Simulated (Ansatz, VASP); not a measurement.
**NaH8: VASP beside Ansatz**

Contents of INCAR:

```
SYSTEM = NaH8
PREC = Accurate
ENCUT = 520
EDIFF = 1E-6
ISMEAR = 0
SIGMA = 0.1
LREAL = .False.
LASPH = .True.
NELM = 100
ALGO = Normal
ISIF = 2
LWAVE = .False.
LCHARG = .False.
GGA = PE
NBANDS = 18
```

Contents of KPOINTS:

```
regular mesh
0
Gamma
  4 4 4
  0 0 0
```

The input POSCAR:

```
NaH8
1.0
    4.2405752600      0.0000000000      0.0000000000
    0.0000000000      4.2405752600      0.0000000000
    0.0000000000      0.0000000000      4.2405752600
Na H
1 8
Direct
    0.0000000000      0.0000000000      0.0000000000
    0.7204308900      0.7204308900      0.7204308900
    0.2795691100      0.2795691100      0.7204308900
    0.2795691100      0.7204308900      0.2795691100
    0.7204308900      0.2795691100      0.2795691100
    0.7204308900      0.7204308900      0.2795691100
    0.2795691100      0.2795691100      0.2795691100
    0.7204308900      0.2795691100      0.7204308900
    0.2795691100      0.7204308900      0.7204308900
```

Input for Ansatz:

```yaml
crystal:
  lattice:
    - [4.24057526, 0.0, 0.0]
    - [0.0, 4.24057526, 0.0]
    - [0.0, 0.0, 4.24057526]
  atoms:
    - { symbol: Na, position: [0.0, 0.0, 0.0] }
    - { symbol: H, position: [0.72043089, 0.72043089, 0.72043089] }
    - { symbol: H, position: [0.27956911, 0.27956911, 0.72043089] }
    - { symbol: H, position: [0.27956911, 0.72043089, 0.27956911] }
    - { symbol: H, position: [0.72043089, 0.27956911, 0.27956911] }
    - { symbol: H, position: [0.72043089, 0.72043089, 0.27956911] }
    - { symbol: H, position: [0.27956911, 0.27956911, 0.27956911] }
    - { symbol: H, position: [0.72043089, 0.27956911, 0.72043089] }
    - { symbol: H, position: [0.27956911, 0.72043089, 0.72043089] }
basis:
  ecutwfc: 420
kpoints:
  mp_grid: { grid: [4, 4, 4] }
hamiltonian:
  xc: pbe
scf:
  occupations: { method: gaussian, width: 0.1 }
  lower_state_search: "off"
output:
  forces: true
  stress: true
  eigenvalues: true
```

Alike in both runs: task single point; functional PBE; k mesh 4 × 4 × 4; occupations gaussian, width 0.1 eV; no spin polarisation.

|  | VASP | Ansatz |
| --- | --- | --- |
| version | VASP 6.6.1 | Ansatz 0.2.0 |
| potentials or method | VASP PAW PBE potentials, release 64 (Na_pv, H), cutoff 520 eV | scalar-relativistic, plane waves, PAW |
| valence electrons in the cell | 15 | 17 |

Ansatz gave:

- gap on the k mesh at the Fermi level (eV): none
- pressure (GPa): -8.1
- rms of the force components (eV/Å): 0.893

Task: Estimate VASP's values.

Result: gap on the k mesh at the Fermi level (eV): none; pressure (GPa): -8.2; rms of the force components (eV/Å): 0.895.

Atom by atom the forces differ by 0.002 eV/Å (rms over components). A gap of «none» marks a metal or a gap that the smearing closes. The functional is the same, so the differences come from potentials, cutoffs and numerics. VASP's potentials hold 15 valence electrons a cell and Ansatz's 17, so a difference there can come from the potentials and not from the codes.

The k mesh is coarse, so the values compare programs but aren't converged.
